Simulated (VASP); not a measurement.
Input of a VASP 6.6.1 run:

INCAR

```
PREC = Accurate
ENCUT = 520
EDIFF = 1E-7
ISMEAR = 0
SIGMA = 0.05
LREAL = False
LASPH = True
NELM = 60
ALGO = Normal
ISIF = 2
LWAVE = False
LCHARG = True
GGA = PE
LELF = True
LVHAR = True
NBANDS = 18
```

KPOINTS

```
Automatic mesh
0
Gamma
  9 9 4
```

Contents of POSCAR:

```
PtS2
1.0
    3.8270000000      0.0000000000      0.0000000000
   -1.9135000000      3.3142792203      0.0000000000
    0.0000000000      0.0000000000      6.6591000000
Pt S
1 2
Direct
    0.0000000000      0.0000000000      0.0000000000
    0.3333333333      0.6666666667      0.1641734664
    0.6666666667      0.3333333333      0.8358265336
```

Potentials or basis: VASP PAW PBE potentials, release 64 (Pt, S).

Run with:

```bash
$ cat potpaw_PBE.64/Pt/POTCAR potpaw_PBE.64/S/POTCAR > POTCAR
$ mpirun -np 1 vasp_std > vasp.out
```

(1) Predict the pressure.

(2) Estimate the band gap on the k mesh.

(3) What does it give for the largest force?

Results:

(1) -6.4 GPa.

(2) 1.19 eV (least direct gap 1.25 eV).

(3) 0.023 eV/Å.

Caveat: the cell stands under tension; spin-orbit coupling is left out, which moves the levels of the heavy elements; an odd mesh through Γ misses points on the zone boundary, where band edges can lie; this functional lacks dispersion, which binds the layers, so the pressure and a relaxed spacing across them are unreliable.
